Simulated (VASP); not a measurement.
Input of a VASP 6.6.1 run:

File INCAR:

```
SYSTEM = Se
  PREC = Accurate
  ENCUT = 520
  EDIFF = 1E-6
  ISMEAR = 0
  SIGMA = 0.1
  LREAL = .FALSE.
  LASPH = .TRUE.
  NELM = 80
  ALGO = Normal
  ISIF = 2
  LWAVE = .FALSE.
  LCHARG = .TRUE.
  GGA = PS
  LELF = .TRUE.
  LVHAR = .TRUE.
  NBANDS = 20
```

The input KPOINTS:

```
regular mesh
0
G
  4 4 4
  0 0 0
```

File POSCAR:

```
Se
1.0
   -3.2386330000      3.2386330000      3.9021960000
    3.2386330000     -3.2386330000      3.9021960000
    3.2386330000      3.2386330000     -3.9021960000
Se
4
Direct
    0.6298170000      0.1298170000      0.7596330000
    0.3701830000      0.8701830000      0.2403670000
    0.8701830000      0.6298170000      0.5000000000
    0.1298170000      0.3701830000      0.5000000000
```

Potentials or basis: VASP PAW PBE potentials, release 64 (Se).

Launch:

```bash
$ cat potpaw_PBE.64/Se/POTCAR > POTCAR
$ mpirun -np 1 vasp_std > vasp.out
```

Predict the band gap on the k mesh.

zero (bands 12 and 13 overlap by 0.78 eV).

What does it give for the pressure?

-5.9 GPa.

Estimate the largest force.

1.945 eV/Å.

Stress tensor (GPa, compression positive):
```
-7.88  0.00  0.00
 0.00 -7.88  0.00
 0.00  0.00 -1.83
```

Caveat: the stress differs along the axes, from -8 to -2 GPa; this functional lacks dispersion, which holds the molecules together, so the pressure and a relaxed volume are unreliable; the PAW data sets were made with another functional, which shifts forces and pressure a little.
